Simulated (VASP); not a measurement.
# Ta (P6/mmm) in VASP: notebook

Ta is run at these levels: revPBE; tasks: single point, relaxation of cell and atoms.

Program: VASP 6.6.1. These are calculated values, not measurements. Logs are shortened: lines on timing, memory, paths and dates and some standing lists are left out, and cuts for length are marked.

### 1 The cell of the first run

It takes space group P6/mmm (No. 191, hexagonal). The conventional cell has a = 4.885 Å, b = 4.885 Å, c = 2.743 Å, α = 90.00°, β = 90.00°, γ = 120.00°. Ta (site symmetry 6/mmm) has 14 Ta at 2.74 to 3.14 Å within 3.6 Å. Ta (site symmetry -6m2) has 11 Ta at 2.74 to 3.14 Å within 3.6 Å.

### 2 Single point, revPBE

INCAR reads:

```
SYSTEM = Ta
ALGO     = Normal         ! electronic algorithm
EDIFF    = 1E-7           ! SCF threshold, eV
ENCUT    = 520            ! plane-wave cutoff, eV
GGA      = RE             ! functional
ISIF     = 2              ! what is computed and relaxed
ISMEAR   = -1             ! smearing method
LASPH    = .True.         ! aspherical terms in the spheres
LCHARG   = .True.         ! write CHGCAR
LELF     = .True.         ! ELF
LREAL    = .False.        ! projectors in reciprocal space
LVHAR    = .True.       
LWAVE    = .False.        ! write WAVECAR
NBANDS   = 24             ! bands
NELM     = 100            ! most SCF steps
PREC     = Accurate       ! precision mode
SIGMA    = 0.1            ! smearing width, eV
```

KPOINTS reads:

```
k-points
0
Gamma
  10 10 15
  0 0 0
```

POSCAR reads:

```
Ta
1.0
    4.8846935344      0.0000000000      0.0000000000
   -2.4423467672      4.2302686905      0.0000000000
    0.0000000000      0.0000000000      2.7428828196
Ta
3
Direct
    0.0000000000      1.0000000000      0.0000000000
    0.3333333333      0.6666666667      0.5000000000
    0.6666666667      0.3333333333      0.5000000000
```

Potentials or basis: VASP PAW PBE potentials, release 64 (Ta_pv).

Started as:

```sh
> cat potpaw_PBE.64/Ta_pv/POTCAR > POTCAR
> mpirun -np 1 vasp_std > vasp.out
```

OUTCAR:

```text
SYSTEM = Ta
   EDIFF = 1E-7
   ENCUT = 520
   GGA = RE
   ISIF = 2
   ISMEAR = -1
   LASPH = .True.
   LREAL = .False.
   NELM = 100
   PREC = Accurate

 ion  position               nearest neighbor table
   1  0.000  0.000  0.000-   2 3.14   3 3.14   2 3.14   3 3.14   3 3.14   3 3.14   2 3.14   2 3.14
                             3 3.14   3 3.14   2 3.14   2 3.14
   2  0.333  0.667  0.500-   3 2.82   3 2.82   3 2.82   1 3.14   1 3.14   1 3.14   1 3.14   1 3.14
                             1 3.14
   3  0.667  0.333  0.500-   2 2.82   2 2.82   2 2.82   1 3.14   1 3.14   1 3.14   1 3.14   1 3.14
                             1 3.14

  LATTYP: Found a hexagonal cell.
 ALAT       =     4.8846935344
 C/A-ratio  =     0.5615260815

  Lattice vectors:

 A1 = (   4.8846935344,   0.0000000000,   0.0000000000)
 A2 = (  -2.4423467672,   4.2302686905,   0.0000000000)
 A3 = (   0.0000000000,   0.0000000000,   2.7428828196)

Analysis of symmetry for initial positions (statically):
=====================================================================
 Subroutine PRICEL returns:
 Original cell was already a primitive cell.

 Routine SETGRP: Setting up the symmetry group for a
 hexagonal supercell.

 Subroutine GETGRP returns: Found 24 space group operations
 (whereof 24 operations were pure point group operations)
 out of a pool of 24 trial point group operations.

The static configuration has the point symmetry D_6h.

Analysis of symmetry for dynamics (positions and initial velocities):
=====================================================================
 Subroutine PRICEL returns:
 Original cell was already a primitive cell.

 Routine SETGRP: Setting up the symmetry group for a
 hexagonal supercell.

 Subroutine GETGRP returns: Found 24 space group operations
 (whereof 24 operations were pure point group operations)
 out of a pool of 24 trial point group operations.

The dynamic configuration has the point symmetry D_6h.

 Subroutine INISYM returns: Found 24 space group operations
 (whereof 24 operations are pure point group operations),
 and found     1 'primitive' translations

----------------------------------------------------------------------------------------

                                     Primitive cell

  volume of cell :      56.6777

  direct lattice vectors                    reciprocal lattice vectors
     4.884693534  0.000000000  0.000000000     0.204721134  0.118195802  0.000000000
    -2.442346767  4.230268690  0.000000000     0.000000000  0.236391604  0.000000000
     0.000000000  0.000000000  2.742882820     0.000000000  0.000000000  0.364579920

  length of vectors
     4.884693534  4.884693534  2.742882820     0.236391604  0.236391604  0.364579920

  position of ions in fractional coordinates (direct lattice)
     0.000000000  0.000000000  0.000000000
     0.333333333  0.666666667  0.500000000
     0.666666667  0.333333333  0.500000000

  ion indices of the primitive-cell ions
   primitive index   ion index
                 1           1
                 2           2
                 3           3

----------------------------------------------------------------------------------------

 KPOINTS: k-points

Automatic generation of k-mesh.
 Grid dimensions read from file:
 generate k-points for:   10   10   15

 Generating k-lattice:

  Cartesian coordinates                     Fractional coordinates (reciprocal lattice)
     0.020472113  0.011819580  0.000000000     0.100000000 -0.000000000  0.000000000
     0.000000000  0.023639160  0.000000000     0.000000000  0.100000000  0.000000000
     0.000000000  0.000000000  0.024305328     0.000000000  0.000000000  0.066666667

  Length of vectors
     0.023639160  0.023639160  0.024305328

  Shift w.r.t. Gamma in fractional coordinates (k-lattice)
     0.000000000  0.000000000  0.000000000

 Subroutine IBZKPT returns following result:
 ===========================================

 Found    112 irreducible k-points:

 Following reciprocal coordinates:
            Coordinates               Weight
  0.000000  0.000000  0.000000      1.000000
  0.100000 -0.000000  0.000000      6.000000
  0.200000 -0.000000  0.000000      6.000000
  0.300000 -0.000000  0.000000      6.000000
  0.400000 -0.000000  0.000000      6.000000
  0.500000 -0.000000  0.000000      3.000000
[... 16 lines left out ...]
  0.300000  0.100000  0.066667     24.000000
  0.400000  0.100000  0.066667     24.000000
 [... further k-points ...]
   k-points           NKPTS =    112   k-points in BZ     NKDIM =    112   number of bands    NBANDS=     24
   number of dos      NEDOS =    301   number of ions     NIONS =      3
   total plane-waves  NPLWV =  25920
   dimension x,y,z NGX =    36 NGY =   36 NGZ =   20
   dimension x,y,z NGXF=    72 NGYF=   72 NGZF=   40
   ions per type =               3
   NGX,Y,Z   is equivalent  to a cutoff of  12.25, 12.25, 12.12 a.u.
   NGXF,Y,Z  is equivalent  to a cutoff of  24.50, 24.50, 24.24 a.u.
 SYSTEM =  Ta
   PREC   = accura    normal or accurate (medium, high low for compatibility)
   ISTART =      0    job   : 0-new  1-cont  2-samecut
   ICHARG =      2    charge: 1-file 2-atom 10-const
   ISPIN  =      1    spin polarized calculation?
   LNONCOLLINEAR =      F non collinear calculations
   LSORBIT =      F    spin-orbit coupling
   LASPH  =      T    aspherical Exc in radial PAW
   ENCUT  =  520.0 eV  38.22 Ry    6.18 a.u.   9.08  9.08  5.10*2*pi/ulx,y,z
   NELM   =    100;   NELMIN=  2; NELMDL= -5     # of ELM steps
   EDIFF  = 0.1E-06   stopping-criterion for ELM
   LREAL  =      F    real-space projection
   EDIFFG = 0.1E-05   stopping-criterion for IOM
   NSW    =      0    number of steps for IOM
   IBRION =     -1    ionic relax: 0-MD 1-quasi-New 2-CG
   NFREE  =      0    steps in history (QN), initial steepest desc. (CG)
   ISIF   =      2    stress and relaxation
   ISYM   =      2    0-nonsym 1-usesym 2-fastsym
   POTIM  = 0.5000    time-step for ionic-motion
   TEBEG  =    0.0;   TEEND  =   0.0 temperature during run
   PSTRESS=    0.0 pullay stress
   NELECT =      33.0000    total number of electrons
   NUPDOWN=      -1.0000    fix difference up-down
   EMIN   =  10.00;   EMAX   =-10.00  energy-range for DOS
   EFERMI =   0.00;   METHOD = LEGACY
   ISMEAR =    -1;   SIGMA  =   0.10  broadening in eV -4-tet -1-fermi 0-gaus
   EFERMI_NEDOS =   21; number of points for ismear=-14 and -15
   IALGO  =     38    algorithm
   IMIX   =      4    mixing-type and parameters
     AMIX     =   0.40;   BMIX     =  1.00
     AMIX_MAG =   1.60;   BMIX_MAG =  1.00
  volume/ion in A,a.u.               =      18.89       127.49
  Fermi-wavevector in a.u.,A,eV,Ry     =   1.367021  2.583296 25.425852  1.868747
  Thomas-Fermi vector in A             =   2.493111
   LORBIT       =      0    0 simple, 1 ext, 2 COOP (PROOUT), +10 PAW based schemes
   GGA     = RE    functional components
   LHFCALC =     F    Hartree Fock is set to
   AEXX    =    0.0000 exact exchange contribution
   IVDW    =     0    specifies the selected vdW correction
   LEPSILON=     F    determine dielectric tensor
   LRPA    =     F    only Hartree local field effects (RPA)
 non-spin polarized calculation
  energy-cutoff  :      520.00
  volume of cell :       56.68
 maximum number of plane-waves:      1544
   NGX = 19   NGY = 19   NGZ = 11

 number of electron      33.0000008 magnetization

 Free energy of the ion-electron system (eV)
  ---------------------------------------------------
  ext. energy  EPLUGINS =         0.00000000
  ---------------------------------------------------
  free energy    TOTEN  =       -33.62732122 eV

  energy without entropy =      -33.52433170  energy(sigma->0) =      -33.57582646

 E-fermi :   5.4824     XC(G=0): -12.3228

 val. band max:        5.4675422020   @ k =   0.4000  -0.0000   0.3333
 cond. band min:       5.4879605290   @ k =   0.2000  -0.0000   0.4667
 fundamental gap:      0.0204183270
 Fermi energy:         5.4824383918

 k-point     1 :       0.0000    0.0000    0.0000
  band No.  band energies     occupation
      1     -28.9281      2.00000
      2     -28.9281      2.00000
      3     -28.7484      2.00000
      4     -28.7484      2.00000
      5     -28.1809      2.00000
      6     -28.1809      2.00000
[... 16 lines left out ...]
     23       8.7598      0.00000
     24      11.8379      0.00000

 k-point     2 :       0.1000   -0.0000    0.0000
  band No.  band energies     occupation
      1     -28.9641      2.00000
      2     -28.9482      2.00000
      3     -28.7063      2.00000
      4     -28.6990      2.00000
      5     -28.2118      2.00000
      6     -28.1861      2.00000
[... 16 lines left out ...]
     23       9.2121      0.00000
     24      11.5908      0.00000

 k-point     3 :       0.2000   -0.0000    0.0000
  band No.  band energies     occupation
      1     -29.0262      2.00000
      2     -28.9620      2.00000
      3     -28.6268      2.00000
      4     -28.6038      2.00000
      5     -28.2974      2.00000
      6     -28.2016      2.00000
[... 16 lines left out ...]
     23       9.7769      0.00000
     24      10.9820      0.00000

 k-point     4 :       0.3000   -0.0000    0.0000
  band No.  band energies     occupation
      1     -29.0799      2.00000
      2     -28.9347      2.00000
      3     -28.5462      2.00000
      4     -28.5257      2.00000
      5     -28.4076      2.00000
      6     -28.2260      2.00000
[... 16 lines left out ...]
     23      10.2399      0.00000
     24      10.3342      0.00000

 k-point     5 :       0.4000   -0.0000    0.0000
  band No.  band energies     occupation
      1     -29.1149      2.00000
      2     -28.8627      2.00000
      3     -28.5948      2.00000
      4     -28.4812      2.00000
      5     -28.4142      2.00000
      6     -28.2540      2.00000
[... 451 lines left out ...]
 k-point    22 :       0.2000    0.1000    0.0667
  band No.  band energies     occupation
      1     -29.0365      2.00000
      2     -28.9611      2.00000
      3     -28.5619      2.00000
      4     -28.5467      2.00000
      5     -28.3722      2.00000
      6     -28.2116      2.00000
[... 16 lines left out ...]
     23       9.9709      0.00000
     24      10.2472      0.00000

 k-point    23 :       0.3000    0.1000    0.0667
  band No.  band energies     occupation
      1     -29.0746      2.00000
      2     -28.9131      2.00000
      3     -28.5532      2.00000
      4     -28.4881      2.00000
      5     -28.4299      2.00000
      6     -28.2342      2.00000
[... 16 lines left out ...]
     23      10.3606      0.00000
     24      10.3964      0.00000

 k-point    24 :       0.4000    0.1000    0.0667
  band No.  band energies     occupation
      1     -29.0955      2.00000
      2     -28.8284      2.00000
      3     -28.6706      2.00000
      4     -28.4467      2.00000
      5     -28.3997      2.00000
      6     -28.2534      2.00000
[... 16 lines left out ...]
     23       9.8495      0.00000
     24      10.7011      0.00000

 [... further k-points ...]
[... 5 lines left out ...]
  --------------------------------------------------------------------------------------
  -------------------------------------------------------------------------------------
  Total        0.0086078      0.0086078     -0.0142218      0.0000000      0.0000000      0.0000000
  in kB        0.2433271      0.2433271     -0.4020259      0.0000000      0.0000000      0.0000000
  external PRESSURE =       0.0282095 kB  Pullay stress =       0.0000000 kB

 VOLUME and BASIS-vectors are now :
 -----------------------------------------------------------------------------
  energy-cutoff  :      520.00
  volume of cell :       56.68
      direct lattice vectors                 reciprocal lattice vectors
     4.884693534  0.000000000  0.000000000     0.204721134  0.118195802  0.000000000
    -2.442346767  4.230268690  0.000000000     0.000000000  0.236391604  0.000000000
     0.000000000  0.000000000  2.742882820     0.000000000  0.000000000  0.364579920

 POSITION                                       TOTAL-FORCE (eV/Angst)
 -----------------------------------------------------------------------------------
      0.00000      0.00000      0.00000        -0.000000      0.000000     -0.000000
     -0.00000      2.82018      1.37144        -0.000000      0.000000      0.000000
      2.44235      1.41009      1.37144         0.000000      0.000000     -0.000000
 -----------------------------------------------------------------------------------
    total drift:                                0.000000      0.000000     -0.000000

  FREE ENERGIE OF THE ION-ELECTRON SYSTEM (eV)
  ---------------------------------------------------
  free  energy   TOTEN  =       -33.6273212222 eV

  energy  without entropy=      -33.5243316993  energy(sigma->0) =      -33.57582646
```

Wall time 94 s (1 thread of Intel Xeon 6975P-C, shared host); peak memory 0.25 GiB.

What came out:

```yaml
Free_energy: -33.6273 eV
Pressure: 0.0 GPa
```

Caveat: the PAW data sets were made with another functional, which shifts forces and pressure a little; spin-orbit coupling is left out, which moves the levels of the heavy elements.

(Continued in part 2 of 2.)
